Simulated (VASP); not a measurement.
# Ti (P6_3/mmc) in VASP: further runs

Ti is run at these levels: LDA; tasks: single point.

Program: VASP 6.6.1. These are calculated values, not measurements. Logs are shortened: lines on timing, memory, paths and dates and some standing lists are left out, and cuts for length are marked.

## 1. The cell of the first run

Symmetry: P6_3/mmc, No. 194, hexagonal system. The conventional cell has a = 2.864 Å, b = 2.864 Å, c = 4.540 Å, α = 90.00°, β = 90.00°, γ = 120.00°. Ti (site symmetry -6m2) has 12 Ti at 2.81 to 2.86 Å within 3.7 Å.

## 2. Single point, LDA

INCAR

```
SYSTEM = Ti
PREC = Accurate
ENCUT = 520
EDIFF = 1E-6
ISMEAR = 0
SIGMA = 0.2
LREAL = .False.
LASPH = .True.
NELM = 60
ALGO = Normal
ISIF = 2
LWAVE = .False.
LCHARG = .False.
NBANDS = 19
```

KPOINTS

```
Automatic mesh
0
Gamma
  13 13 7
  0 0 0
```

POSCAR

```
Ti
1.0
    2.8638698861      0.0000000000      0.0000000000
   -1.4319349430      2.4801840745      0.0000000000
    0.0000000000      0.0000000000      4.5399943151
Ti
2
Direct
    0.3333333333      0.6666666667      0.2500000000
    0.6666666667      0.3333333333      0.7500000000
```

Potentials or basis: VASP PAW LDA potentials, release 64 (Ti_sv).

On the command line:

```bash
cat potpaw_LDA.64/Ti_sv/POTCAR > POTCAR
mpirun -np 1 vasp_std > vasp.out
```

OUTCAR:

```text
SYSTEM = Ti
   PREC = Accurate
   ENCUT = 520
   EDIFF = 1E-6
   ISMEAR = 0
   LREAL = .False.
   LASPH = .True.
   NELM = 60
   ISIF = 2

 ion  position               nearest neighbor table
   1  0.333  0.667  0.250-   2 2.81   2 2.81   2 2.81   2 2.81   2 2.81   2 2.81
   2  0.667  0.333  0.750-   1 2.81   1 2.81   1 2.81   1 2.81   1 2.81   1 2.81

  LATTYP: Found a hexagonal cell.
 ALAT       =     2.8638698861
 C/A-ratio  =     1.5852655657

  Lattice vectors:

 A1 = (   2.8638698861,   0.0000000000,   0.0000000000)
 A2 = (  -1.4319349430,   2.4801840745,   0.0000000000)
 A3 = (   0.0000000000,   0.0000000000,   4.5399943151)

Analysis of symmetry for initial positions (statically):
=====================================================================
 Subroutine PRICEL returns:
 Original cell was already a primitive cell.

 Routine SETGRP: Setting up the symmetry group for a
 hexagonal supercell.

 Subroutine GETGRP returns: Found 24 space group operations
 (whereof 12 operations were pure point group operations)
 out of a pool of 24 trial point group operations.

The static configuration has the point symmetry D_3d.
 The point group associated with its full space group is D_6h.

Analysis of symmetry for dynamics (positions and initial velocities):
=====================================================================
 Subroutine PRICEL returns:
 Original cell was already a primitive cell.

 Routine SETGRP: Setting up the symmetry group for a
 hexagonal supercell.

 Subroutine GETGRP returns: Found 24 space group operations
 (whereof 12 operations were pure point group operations)
 out of a pool of 24 trial point group operations.

The dynamic configuration has the point symmetry D_3d.
 The point group associated with its full space group is D_6h.

 Subroutine INISYM returns: Found 24 space group operations
 (whereof 12 operations are pure point group operations),
 and found     1 'primitive' translations

----------------------------------------------------------------------------------------

                                     Primitive cell

  volume of cell :      32.2472

  direct lattice vectors                    reciprocal lattice vectors
     2.863869886  0.000000000  0.000000000     0.349177875  0.201597940  0.000000000
    -1.431934943  2.480184074  0.000000000     0.000000000  0.403195880  0.000000000
     0.000000000  0.000000000  4.539994315     0.000000000  0.000000000  0.220264593

  length of vectors
     2.863869886  2.863869886  4.539994315     0.403195880  0.403195880  0.220264593

  position of ions in fractional coordinates (direct lattice)
     0.333333333  0.666666667  0.250000000
     0.666666667  0.333333333  0.750000000

  ion indices of the primitive-cell ions
   primitive index   ion index
                 1           1
                 2           2

----------------------------------------------------------------------------------------

 KPOINTS: Automatic mesh

Automatic generation of k-mesh.
 Grid dimensions read from file:
 generate k-points for:   13   13    7

 Generating k-lattice:

  Cartesian coordinates                     Fractional coordinates (reciprocal lattice)
     0.026859837  0.015507534  0.000000000     0.076923077  0.000000000  0.000000000
     0.000000000  0.031015068  0.000000000     0.000000000  0.076923077  0.000000000
     0.000000000  0.000000000  0.031466370     0.000000000  0.000000000  0.142857143

  Length of vectors
     0.031015068  0.031015068  0.031466370

  Shift w.r.t. Gamma in fractional coordinates (k-lattice)
     0.000000000  0.000000000  0.000000000

 Subroutine IBZKPT returns following result:
 ===========================================

 Found     84 irreducible k-points:

 Following reciprocal coordinates:
            Coordinates               Weight
  0.000000  0.000000  0.000000      1.000000
  0.076923  0.000000  0.000000      6.000000
  0.153846 -0.000000  0.000000      6.000000
  0.230769 -0.000000  0.000000      6.000000
  0.307692 -0.000000  0.000000      6.000000
  0.384615 -0.000000  0.000000      6.000000
[... 16 lines left out ...]
  0.076923  0.000000  0.142857     12.000000
  0.153846 -0.000000  0.142857     12.000000
 [... further k-points ...]
   k-points           NKPTS =     84   k-points in BZ     NKDIM =     84   number of bands    NBANDS=     19
   number of dos      NEDOS =    301   number of ions     NIONS =      2
   total plane-waves  NPLWV =  20736
   dimension x,y,z NGX =    24 NGY =   24 NGZ =   36
   dimension x,y,z NGXF=    48 NGYF=   48 NGZF=   72
   ions per type =               2
   NGX,Y,Z   is equivalent  to a cutoff of  13.93, 13.93, 13.18 a.u.
   NGXF,Y,Z  is equivalent  to a cutoff of  27.86, 27.86, 26.37 a.u.
 SYSTEM =  Ti
   PREC   = accura    normal or accurate (medium, high low for compatibility)
   ISTART =      0    job   : 0-new  1-cont  2-samecut
   ICHARG =      2    charge: 1-file 2-atom 10-const
   ISPIN  =      1    spin polarized calculation?
   LNONCOLLINEAR =      F non collinear calculations
   LSORBIT =      F    spin-orbit coupling
   LASPH  =      T    aspherical Exc in radial PAW
   ENCUT  =  520.0 eV  38.22 Ry    6.18 a.u.   5.32  5.32  8.44*2*pi/ulx,y,z
   NELM   =     60;   NELMIN=  2; NELMDL= -5     # of ELM steps
   EDIFF  = 0.1E-05   stopping-criterion for ELM
   LREAL  =      F    real-space projection
   EDIFFG = 0.1E-04   stopping-criterion for IOM
   NSW    =      0    number of steps for IOM
   IBRION =     -1    ionic relax: 0-MD 1-quasi-New 2-CG
   NFREE  =      0    steps in history (QN), initial steepest desc. (CG)
   ISIF   =      2    stress and relaxation
   ISYM   =      2    0-nonsym 1-usesym 2-fastsym
   POTIM  = 0.5000    time-step for ionic-motion
   TEBEG  =    0.0;   TEEND  =   0.0 temperature during run
   PSTRESS=    0.0 pullay stress
   NELECT =      24.0000    total number of electrons
   NUPDOWN=      -1.0000    fix difference up-down
   EMIN   =  10.00;   EMAX   =-10.00  energy-range for DOS
   EFERMI =   0.00;   METHOD = LEGACY
   ISMEAR =     0;   SIGMA  =   0.20  broadening in eV -4-tet -1-fermi 0-gaus
   EFERMI_NEDOS =   21; number of points for ismear=-14 and -15
   IALGO  =     38    algorithm
   IMIX   =      4    mixing-type and parameters
     AMIX     =   0.40;   BMIX     =  1.00
     AMIX_MAG =   1.60;   BMIX_MAG =  1.00
  volume/ion in A,a.u.               =      16.12       108.81
  Fermi-wavevector in a.u.,A,eV,Ry     =   1.483592  2.803582 29.947028  2.201044
  Thomas-Fermi vector in A             =   2.597234
   LORBIT       =      0    0 simple, 1 ext, 2 COOP (PROOUT), +10 PAW based schemes
   GGA     = CA    functional components
   LHFCALC =     F    Hartree Fock is set to
   AEXX    =    0.0000 exact exchange contribution
   IVDW    =     0    specifies the selected vdW correction
   LEPSILON=     F    determine dielectric tensor
   LRPA    =     F    only Hartree local field effects (RPA)
 non-spin polarized calculation
 Gauss-broadening in eV      SIGMA  =   0.20
  energy-cutoff  :      520.00
  volume of cell :       32.25
 maximum number of plane-waves:       883
 NGX is ok and might be reduce to    24
   NGX = 11   NGY = 11   NGZ = 17

 number of electron      24.0000004 magnetization

 Free energy of the ion-electron system (eV)
  ---------------------------------------------------
  ext. energy  EPLUGINS =         0.00000000
  ---------------------------------------------------
  free energy    TOTEN  =       -17.12007858 eV

  energy without entropy =      -17.07674390  energy(sigma->0) =      -17.09841124

 E-fermi :   8.8888     XC(G=0): -12.1447

 val. band max:        8.8723066593   @ k =   0.3077   0.3077   0.2857
 cond. band min:       8.9039565788   @ k =   0.1538  -0.0000   0.0000
 fundamental gap:      0.0316499195
 Fermi energy:         8.8887598632

 k-point     1 :       0.0000    0.0000    0.0000
  band No.  band energies     occupation
      1     -47.1460      2.00000
      2     -46.9518      2.00000
      3     -24.2150      2.00000
      4     -23.3906      2.00000
      5     -23.3906      2.00000
      6     -23.2888      2.00000
[... 11 lines left out ...]
     18      10.6205      0.00000
     19      12.3226      0.00000

 k-point     2 :       0.0769    0.0000    0.0000
  band No.  band energies     occupation
      1     -47.1377      2.00000
      2     -46.9485      2.00000
      3     -24.1980      2.00000
      4     -23.4261      2.00000
      5     -23.4024      2.00000
      6     -23.2984      2.00000
[... 11 lines left out ...]
     18      10.5176      0.00000
     19      12.3787      0.00000

 k-point     3 :       0.1538   -0.0000    0.0000
  band No.  band energies     occupation
      1     -47.1143      2.00000
      2     -46.9396      2.00000
      3     -24.1489      2.00000
      4     -23.5246      2.00000
      5     -23.4340      2.00000
      6     -23.3983      2.00000
[... 11 lines left out ...]
     18      10.6865      0.00000
     19      12.5015      0.00000

 k-point     4 :       0.2308   -0.0000    0.0000
  band No.  band energies     occupation
      1     -47.0799      2.00000
      2     -46.9283      2.00000
      3     -24.0738      2.00000
      4     -23.6647      2.00000
      5     -23.5342      2.00000
      6     -23.4767      2.00000
[... 11 lines left out ...]
     18      11.1900      0.00000
     19      12.6237      0.00000

 k-point     5 :       0.3077   -0.0000    0.0000
  band No.  band energies     occupation
      1     -47.0409      2.00000
      2     -46.9185      2.00000
      3     -23.9826      2.00000
      4     -23.8143      2.00000
      5     -23.6729      2.00000
      6     -23.5204      2.00000
[... 11 lines left out ...]
     18      11.7824      0.00000
     19      12.7144      0.00000

 k-point     6 :       0.3846   -0.0000    0.0000
  band No.  band energies     occupation
      1     -47.0048      2.00000
      2     -46.9139      2.00000
      3     -23.9385      2.00000
      4     -23.8902      2.00000
      5     -23.7844      2.00000
      6     -23.5555      2.00000
[... 11 lines left out ...]
     18      12.3864      0.00000
     19      12.7695      0.00000

 k-point     7 :       0.4615   -0.0000    0.0000
  band No.  band energies     occupation
      1     -46.9813      2.00000
      2     -46.9145      2.00000
      3     -24.0085      2.00000
      4     -23.8461      2.00000
      5     -23.8229      2.00000
      6     -23.5751      2.00000
[... 11 lines left out ...]
     18      12.7945      0.00000
     19      13.4143      0.00000

 k-point     8 :       0.0769    0.0769    0.0000
  band No.  band energies     occupation
      1     -47.1218      2.00000
      2     -46.9424      2.00000
      3     -24.1649      2.00000
      4     -23.4864      2.00000
      5     -23.4380      2.00000
      6     -23.3549      2.00000
[... 256 lines left out ...]
 k-point    20 :       0.3846    0.2308    0.0000
  band No.  band energies     occupation
      1     -46.9524      2.00000
      2     -46.9209      2.00000
      3     -23.9344      2.00000
      4     -23.7780      2.00000
      5     -23.7301      2.00000
      6     -23.7154      2.00000
[... 11 lines left out ...]
     18      12.5316      0.00000
     19      14.6591      0.00000

 k-point    21 :       0.3077    0.3077    0.0000
  band No.  band energies     occupation
      1     -46.9439      2.00000
      2     -46.9253      2.00000
      3     -23.9036      2.00000
      4     -23.7753      2.00000
      5     -23.7278      2.00000
      6     -23.6979      2.00000
[... 11 lines left out ...]
     18      12.4908      0.00000
     19      14.9587      0.00000

 k-point    22 :       0.0000    0.0000    0.1429
  band No.  band energies     occupation
      1     -47.1365      2.00000
      2     -46.9616      2.00000
      3     -24.1711      2.00000
      4     -23.3843      2.00000
      5     -23.3843      2.00000
      6     -23.3369      2.00000
[... 11 lines left out ...]
     18      10.8275      0.00000
     19      12.3339      0.00000

 k-point    23 :       0.0769    0.0000    0.1429
  band No.  band energies     occupation
      1     -47.1285      2.00000
      2     -46.9580      2.00000
      3     -24.1562      2.00000
      4     -23.4188      2.00000
      5     -23.3957      2.00000
      6     -23.3588      2.00000
[... 11 lines left out ...]
     18      10.7835      0.00000
     19      12.3794      0.00000

 k-point    24 :       0.1538   -0.0000    0.1429
  band No.  band energies     occupation
      1     -47.1058      2.00000
      2     -46.9484      2.00000
      3     -24.1142      2.00000
      4     -23.5146      2.00000
      5     -23.4416      2.00000
      6     -23.4264      2.00000
[... 11 lines left out ...]
     18      10.8165      0.00000
     19      12.4777      0.00000

 [... further k-points ...]

------------------------ aborting loop because EDIFF is reached ----------------------------------------

  FORCE on cell =-STRESS in cart. coord.  units (eV):
  Direction    XX          YY          ZZ          XY          YZ          ZX
  --------------------------------------------------------------------------------------
  -------------------------------------------------------------------------------------
  Total       -0.0422808     -0.0422808     -0.0368432     -0.0000000     -0.0000000      0.0000000
  in kB       -2.1006890     -2.1006890     -1.8305220     -0.0000000     -0.0000000      0.0000000
  external PRESSURE =      -2.0106333 kB  Pullay stress =       0.0000000 kB

 VOLUME and BASIS-vectors are now :
 -----------------------------------------------------------------------------
  energy-cutoff  :      520.00
  volume of cell :       32.25
      direct lattice vectors                 reciprocal lattice vectors
     2.863869886  0.000000000  0.000000000     0.349177875  0.201597940  0.000000000
    -1.431934943  2.480184074  0.000000000     0.000000000  0.403195880  0.000000000
     0.000000000  0.000000000  4.539994315     0.000000000  0.000000000  0.220264593

 POSITION                                       TOTAL-FORCE (eV/Angst)
 -----------------------------------------------------------------------------------
     -0.00000      1.65346      1.13500        -0.000000      0.000000      0.000000
      1.43193      0.82673      3.40500         0.000000     -0.000000      0.000000
 -----------------------------------------------------------------------------------
    total drift:                               -0.000000      0.000000     -0.000000

  FREE ENERGIE OF THE ION-ELECTRON SYSTEM (eV)
  ---------------------------------------------------
  free  energy   TOTEN  =       -17.1200785834 eV

  energy  without entropy=      -17.0767438987  energy(sigma->0) =      -17.09841124
```

It took 29 s on 1 thread of Intel Xeon Platinum 8488C (Sapphire Rapids), shared host; peak memory 0.16 GiB.

What came out:

| Item | Value |
| --- | --- |
| Free energy | -17.1201 eV |
| Pressure | -0.2 GPa |
| Band gap on the k mesh | zero (bands 12 and 13 overlap by 1.09 eV) |

Levels at points of the mesh, in eV from the Fermi level:
| k point | band 8 | band 9 | band 10 | band 11 | band 12 | band 13 | band 14 | band 15 | band 16 | band 17 |
| --- | --- | --- | --- | --- | --- | --- | --- | --- | --- | --- |
| (0.00, 0.00, 0.00) | -32.15 | -6.28 | -2.85 | 0.79 | 0.79 | 0.93 | 1.11 | 1.35 | 1.35 | 1.73 |

[end of part 1 of 2]
